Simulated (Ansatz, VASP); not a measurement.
# Two plane-wave programs on MgO

```xyz
2
Lattice="0.0000 2.0324 2.0324 2.0324 0.0000 2.0324 2.0324 2.0324 0.0000" Properties=species:S:1:pos:R:3 pbc="T T T"
Mg    0.0000    0.0000    0.0000
O     2.0324    2.0324    2.0324
```

Alike in both runs: task single point; functional LDA; k mesh 10 × 10 × 10; no spin polarisation.

```csv
,VASP,Ansatz
version,VASP 6.6.1,Ansatz 0.2.0
potentials or method,"VASP PAW LDA potentials, release 64 (Mg_sv, O), cutoff 840 eV","scalar-relativistic, plane waves, PAW"
occupations,"gaussian, width 0.01 eV",fixed
valence electrons in the cell,16,16
```

```csv
,VASP,Ansatz,Ansatz less VASP
gap on the k mesh at the Fermi level (eV),5.78,5.77,-0.010
least direct gap on the mesh (eV),5.78,5.77,-0.010
pressure (GPa),14.6,13.8,-0.87
```

LDA's correlation is that of Perdew and Zunger in VASP and of Perdew and Wang (1992) in Ansatz.
